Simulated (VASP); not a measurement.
C:

```
C
1.0
     0.00000    1.77687    1.77687
     1.77687    0.00000    1.77687
     1.77687    1.77687    0.00000
C
2
Direct
  0.75000 0.75000 0.75000
  0.50000 0.50000 0.50000
```

Base run:

```yaml
Program: VASP 6.6.1
Functional: PBEsol
Potentials_or_basis: VASP PAW PBE potentials, release 64 (C_h)
Cutoff: 910 eV
k_mesh: 12 × 12 × 12
Occupations: gaussian, width 0.02 eV
Spin: no spin polarisation
```

Its results: band gap on the k mesh 4.07 eV, indirect (least direct gap 5.58 eV); pressure 0.0 GPa.

Q: The run is repeated on the same cell with these changes: potentials or basis from VASP PAW PBE potentials, release 64 (C_h) to VASP PAW PBE potentials, release 64 (C); cutoff from 910 eV to 520 eV. What comes out?

A: Band gap on the k mesh 4.06 eV, indirect (least direct gap 5.57 eV); pressure 1.1 GPa.

Caveats: the PAW data sets were made with another functional, which shifts forces and pressure a little; the cutoff is under 1.25 times the usual one of these potentials, so pressure, stress and relaxed cells hold a basis-set (Pulay) error (some runs).

A k mesh can miss the band edges.
